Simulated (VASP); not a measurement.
# NbP (F-43m) in VASP: single point with PBE

Aim: the single point of NbP with PBE.

Everything below comes from runs of VASP 6.6.1. Logs are shortened: lines on timing, memory, paths and dates and some standing lists are left out, and cuts for length are marked.

### 1 The cell of the first run

It takes space group F-43m (No. 216, cubic). The conventional cell has a = 5.585 Å, b = 5.585 Å, c = 5.585 Å, α = 90.00°, β = 90.00°, γ = 90.00°. Nb (site symmetry -43m) has 4 P at 2.42 Å within 3.2 Å. P (site symmetry -43m) has 4 Nb at 2.42 Å within 3.2 Å.

### 2 Single point, PBE

The input, INCAR:

```
PREC = Accurate ; ENCUT = 520
EDIFF = 1E-6 ; ISMEAR = 0
SIGMA = 0.1 ; LREAL = F
LASPH = T ; NELM = 100
ALGO = Normal ; ISIF = 2
LWAVE = F ; LCHARG = F
GGA = PE ; NBANDS = 16
```

The input, KPOINTS:

```
Automatic mesh
0
Gamma
  14 14 14
```

The input, POSCAR:

```
NbP
1.0
    0.0000000000      2.7925009449      2.7925009449
    2.7925009449      0.0000000000      2.7925009449
    2.7925009449      2.7925009449      0.0000000000
Nb P
1 1
Direct
    0.0000000000      0.0000000000      0.0000000000
    0.2500000000      0.2500000000      0.2500000000
```

Potentials or basis: VASP PAW PBE potentials, release 64 (Nb_sv, P).

On the command line:

```sh
$ cat potpaw_PBE.64/Nb_sv/POTCAR potpaw_PBE.64/P/POTCAR > POTCAR
$ mpirun -np 1 vasp_std > vasp.out
```

OUTCAR:

```text
PREC = Accurate
   ENCUT = 520
   EDIFF = 1E-6
   ISMEAR = 0
   LREAL = F
   LASPH = T
   NELM = 100
   ISIF = 2
   GGA = PE

 ion  position               nearest neighbor table
   1  0.000  0.000  0.000-   2 2.42   2 2.42   2 2.42   2 2.42
   2  0.250  0.250  0.250-   1 2.42   1 2.42   1 2.42   1 2.42

  LATTYP: Found a face centered cubic cell.
 ALAT       =     5.5850018898

  Lattice vectors:

 A1 = (   0.0000000000,   2.7925009449,   2.7925009449)
 A2 = (   2.7925009449,   0.0000000000,   2.7925009449)
 A3 = (   2.7925009449,   2.7925009449,   0.0000000000)

Analysis of symmetry for initial positions (statically):
[... 5 lines left out ...]
 face centered cubic supercell.

 Subroutine GETGRP returns: Found 24 space group operations
 (whereof 24 operations were pure point group operations)
 out of a pool of 48 trial point group operations.

The static configuration has the point symmetry T_d .

Analysis of symmetry for dynamics (positions and initial velocities):
[... 5 lines left out ...]
 face centered cubic supercell.

 Subroutine GETGRP returns: Found 24 space group operations
 (whereof 24 operations were pure point group operations)
 out of a pool of 48 trial point group operations.

The dynamic configuration has the point symmetry T_d .

 Subroutine INISYM returns: Found 24 space group operations
 (whereof 24 operations are pure point group operations),
 and found     1 'primitive' translations

----------------------------------------------------------------------------------------

                                     Primitive cell

  volume of cell :      43.5522

  direct lattice vectors                    reciprocal lattice vectors
     0.000000000  2.792500945  2.792500945    -0.179050969  0.179050969  0.179050969
     2.792500945  0.000000000  2.792500945     0.179050969 -0.179050969  0.179050969
     2.792500945  2.792500945  0.000000000     0.179050969  0.179050969 -0.179050969

  length of vectors
     3.949192709  3.949192709  3.949192709     0.310125375  0.310125375  0.310125375

  position of ions in fractional coordinates (direct lattice)
     0.000000000  0.000000000  0.000000000
     0.250000000  0.250000000  0.250000000

  ion indices of the primitive-cell ions
   primitive index   ion index
                 1           1
                 2           2
[... 59 lines left out ...]
   ions per type =               1   1
   NGX,Y,Z   is equivalent  to a cutoff of  12.63, 12.63, 12.63 a.u.
   NGXF,Y,Z  is equivalent  to a cutoff of  25.26, 25.26, 25.26 a.u.
 SYSTEM =  unknown system
   PREC   = accura    normal or accurate (medium, high low for compatibility)
   ISTART =      0    job   : 0-new  1-cont  2-samecut
   ICHARG =      2    charge: 1-file 2-atom 10-const
   ISPIN  =      1    spin polarized calculation?
   LNONCOLLINEAR =      F non collinear calculations
   LSORBIT =      F    spin-orbit coupling
   LASPH  =      T    aspherical Exc in radial PAW
   ENCUT  =  520.0 eV  38.22 Ry    6.18 a.u.   7.34  7.34  7.34*2*pi/ulx,y,z
   NELM   =    100;   NELMIN=  2; NELMDL= -5     # of ELM steps
   EDIFF  = 0.1E-05   stopping-criterion for ELM
   LREAL  =      F    real-space projection
   EDIFFG = 0.1E-04   stopping-criterion for IOM
   NSW    =      0    number of steps for IOM
   IBRION =     -1    ionic relax: 0-MD 1-quasi-New 2-CG
   NFREE  =      0    steps in history (QN), initial steepest desc. (CG)
   ISIF   =      2    stress and relaxation
   ISYM   =      2    0-nonsym 1-usesym 2-fastsym
   POTIM  = 0.5000    time-step for ionic-motion
   TEBEG  =    0.0;   TEEND  =   0.0 temperature during run
   PSTRESS=    0.0 pullay stress
   NELECT =      18.0000    total number of electrons
   NUPDOWN=      -1.0000    fix difference up-down
   EMIN   =  10.00;   EMAX   =-10.00  energy-range for DOS
   EFERMI =   0.00;   METHOD = LEGACY
   ISMEAR =     0;   SIGMA  =   0.10  broadening in eV -4-tet -1-fermi 0-gaus
   EFERMI_NEDOS =   21; number of points for ismear=-14 and -15
   IALGO  =     38    algorithm
   IMIX   =      4    mixing-type and parameters
     AMIX     =   0.40;   BMIX     =  1.00
     AMIX_MAG =   1.60;   BMIX_MAG =  1.00
  volume/ion in A,a.u.               =      21.78       146.95
  Fermi-wavevector in a.u.,A,eV,Ry     =   1.219445  2.304418 20.232502  1.487047
  Thomas-Fermi vector in A             =   2.354697
   LORBIT       =      0    0 simple, 1 ext, 2 COOP (PROOUT), +10 PAW based schemes
   GGA     = PE    functional components
   LHFCALC =     F    Hartree Fock is set to
   AEXX    =    0.0000 exact exchange contribution
   IVDW    =     0    specifies the selected vdW correction
   LEPSILON=     F    determine dielectric tensor
   LRPA    =     F    only Hartree local field effects (RPA)
 non-spin polarized calculation
 Gauss-broadening in eV      SIGMA  =   0.10
  energy-cutoff  :      520.00
  volume of cell :       43.55
 maximum number of plane-waves:      1211
 NGX is ok and might be reduce to    30
   NGX = 15   NGY = 15   NGZ = 15

 number of electron      18.0000000 magnetization

 Free energy of the ion-electron system (eV)
  ---------------------------------------------------
  ext. energy  EPLUGINS =         0.00000000
  ---------------------------------------------------
  free energy    TOTEN  =       -15.75139191 eV

  energy without entropy =      -15.73993331  energy(sigma->0) =      -15.74566261

 E-fermi :   6.9925     XC(G=0): -10.2523

 val. band max:        6.9851365118   @ k =  -0.3571   0.4286   0.2143
 cond. band min:       6.9945943411   @ k =  -0.2857   0.3571   0.0714
 fundamental gap:      0.0094578293
 Fermi energy:         6.9925171185

 k-point     1 :       0.0000    0.0000    0.0000
  band No.  band energies     occupation
      1     -48.3226      2.00000
      2     -24.3920      2.00000
      3     -24.3920      2.00000
      4     -24.3920      2.00000
      5      -4.4150      2.00000
      6       3.2514      2.00000
[... 433 lines left out ...]
      3     -24.4050      2.00000
      4     -24.4043      2.00000
      5      -3.8105      2.00000
      6       2.6327      2.00000
[... 8 lines left out ...]
     15      14.3040      0.00000
     16      15.4445      0.00000

 [... further k-points ...]
[... 5 lines left out ...]
  --------------------------------------------------------------------------------------
  -------------------------------------------------------------------------------------
  Total       -0.0683712     -0.0683712     -0.0683712      0.0000000     -0.0000000     -0.0000000
  in kB       -2.5152073     -2.5152073     -2.5152073      0.0000000     -0.0000000     -0.0000000
  external PRESSURE =      -2.5152073 kB  Pullay stress =       0.0000000 kB

 VOLUME and BASIS-vectors are now :
 -----------------------------------------------------------------------------
  energy-cutoff  :      520.00
  volume of cell :       43.55
      direct lattice vectors                 reciprocal lattice vectors
     0.000000000  2.792500945  2.792500945    -0.179050969  0.179050969  0.179050969
     2.792500945  0.000000000  2.792500945     0.179050969 -0.179050969  0.179050969
     2.792500945  2.792500945  0.000000000     0.179050969  0.179050969 -0.179050969

 POSITION                                       TOTAL-FORCE (eV/Angst)
 -----------------------------------------------------------------------------------
      0.00000      0.00000      0.00000        -0.000000     -0.000000     -0.000000
      1.39625      1.39625      1.39625         0.000000      0.000000      0.000000
 -----------------------------------------------------------------------------------
    total drift:                                0.000000      0.000000      0.000000

  FREE ENERGIE OF THE ION-ELECTRON SYSTEM (eV)
  ---------------------------------------------------
  free  energy   TOTEN  =       -15.7513919126 eV

  energy  without entropy=      -15.7399333125  energy(sigma->0) =      -15.74566261
```

Wall time 31 s (1 thread of Intel Xeon 6975P-C (Granite Rapids), shared host); peak memory 0.21 GiB.

Results:

```yaml
Free_energy: -15.7514 eV
Pressure: -0.3 GPa
Band_gap_on_the_k_mesh: zero (band 9 reaches 7.49 eV, above the bottom of band 10 at 6.80 eV)
```
